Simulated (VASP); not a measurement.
Crystal: RePb.

```xyz
4
Lattice="0.0000 3.6492 3.6492 3.6492 0.0000 3.6492 3.6492 3.6492 0.0000" Properties=species:S:1:pos:R:3 pbc="T T T"
Re    3.6492    3.6492    3.6492
Re    5.4738    5.4738    5.4738
Pb    0.0000    0.0000    0.0000
Pb    1.8246    1.8246    1.8246
```

- Program: VASP 6.6.1
- Task: relaxation of cell and atoms
- Functional: PBE
- Potentials or basis: VASP PAW PBE potentials, release 64 (Re, Pb_d)
- Cutoff: 600 eV
- k mesh: 4 × 4 × 4
- Occupations: gaussian, width 0.1 eV
- Spin: no spin polarisation

At the start: pressure -17.4 GPa; volume 24.30 Å³/atom.

Problem. How do energy, volume and symmetry change on relaxing?

Solution. Over 5 steps the energy falls by 256.2 meV/atom and the volume is 20.04 Å³/atom (-17.5 %); space group Fd-3m (No. 227, to 0.1 Å) before and after.

Step by step:
| step | energy change (eV) | largest force (eV/Å) | pressure (GPa) | volume (Å³) |
| --- | --- | --- | --- | --- |
| 1 | 0.0000 | 0.0000 | -17.43 | 97.19 |
| 2 | 0.9727 | 0.0000 | 53.39 | 64.55 |
| 3 | -1.0227 | 0.0000 | -0.99 | 80.88 |
| 4 | -1.0245 | 0.0000 | -0.37 | 80.48 |
| 5 | -1.0247 | 0.0000 | 0.19 | 80.17 |

Final structure:
```
Re Pb
1.0
     0.00000    3.42238    3.42238
     3.42238    0.00000    3.42238
     3.42238    3.42238    0.00000
Re Pb
2 2
Direct
  0.50000 0.50000 0.50000
  0.75000 0.75000 0.75000
  0.00000 0.00000 0.00000
  0.25000 0.25000 0.25000
```

Caveat: the k points lie up to 0.40 Å⁻¹ apart in the final cell, too coarse for converged energies and pressures of a metal; the volume moved by over 15 % at a fixed basis, so the end points are rough.
